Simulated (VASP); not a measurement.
Input of a VASP 6.6.1 run:

File INCAR:

```
SYSTEM = ZrN
ALGO = Normal
DIPOL = 0.5 0.5 0.424
EDIFF = 1E-7
ENCUT = 520
GGA = PE
IDIPOL = 3
ISIF = 2
ISMEAR = 0
IVDW = 12
LASPH = .True.
LCHARG = .True.
LDIPOL = .True.
LELF = .True.
LREAL = Auto
LVACPOTAV = .True.
LVHAR = .True.
LWAVE = .False.
NBANDS = 120
NELM = 80
PREC = Accurate
SIGMA = 0.1
```

KPOINTS

```
k-points
0
Gamma
  3 3 1
  0 0 0
```

Contents of POSCAR:

```
ZrN
1.0
    6.4475937667      0.0000000000      0.0000000000
    0.0000000000      6.4475937667      0.0000000000
    0.0000000000      0.0000000000     24.1646372748
Zr N
12 12
Direct
    0.2500000000      0.2500000000      0.3310622836
    0.2500000000      0.7500000000      0.3310622836
    0.7500000000      0.2500000000      0.3310622836
    0.7500000000      0.7500000000      0.3310622836
    0.5000312003      0.5001470853      0.4238034954
    0.5000659028      0.0001516760      0.4238084420
    0.0000611486      0.5001585385      0.4238072008
    0.0000248951      0.0001390520      0.4238053594
    0.7500505133      0.7501569718      0.5160402455
    0.7499659020      0.2499760147      0.5127261251
    0.2500051331      0.7499431132      0.5127336071
    0.2500434281      0.2501532975      0.5160310593
    0.5000000000      0.5000000000      0.3310622836
    0.5000000000      0.0000000000      0.3310622836
    0.0000000000      0.5000000000      0.3310622836
    0.0000000000      0.0000000000      0.3310622836
    0.7500040961      0.7500245291      0.4214021650
    0.7500423139      0.2501273255      0.4219516682
    0.2500418724      0.7501310529      0.4219555881
    0.2500016872      0.2500177655      0.4213937854
    0.0002173153      0.0002709647      0.5202682820
   -0.0000950685      0.5001556551      0.5202720413
    0.4998951649      0.0001594370      0.5202768280
    0.5002206734      0.5002710032      0.5202741856
```

Potentials or basis: VASP PAW PBE potentials, release 64 (Zr_sv, N).

Launch:

```sh
$ cat potpaw_PBE.64/Zr_sv/POTCAR potpaw_PBE.64/N/POTCAR > POTCAR
$ mpirun -np 1 vasp_std > vasp.out
```

Question: What does it give for the largest force?

Answer: 1.212 eV/Å.

Question: What does it give for the dispersion energy per atom?

Answer: -0.289 eV.

Question: Predict the band gap on the k mesh.

Answer: 0.13 eV.

Forces on the atoms (eV/Å):
```
Zr   0.000  0.002  1.028
Zr   0.001  0.003  1.152
Zr   0.001  0.003  1.151
Zr   0.001  0.002  1.029
Zr  -0.002 -0.007  0.049
Zr  -0.003 -0.008  0.048
Zr  -0.003 -0.008  0.048
Zr  -0.001 -0.007  0.049
Zr  -0.001 -0.002 -1.059
Zr   0.006  0.016  0.064
Zr   0.004  0.018  0.062
Zr  -0.002 -0.004 -1.058
N    0.001  0.001 -1.211
N    0.000  0.001 -1.211
N    0.000  0.001 -1.211
N    0.001  0.001 -1.212
N    0.002  0.007  0.460
N    0.000  0.000  0.041
N    0.000 -0.001  0.042
N    0.002  0.007  0.461
N   -0.011 -0.010  0.320
N    0.008 -0.003  0.320
N    0.009 -0.003  0.319
N   -0.012 -0.010  0.320
```
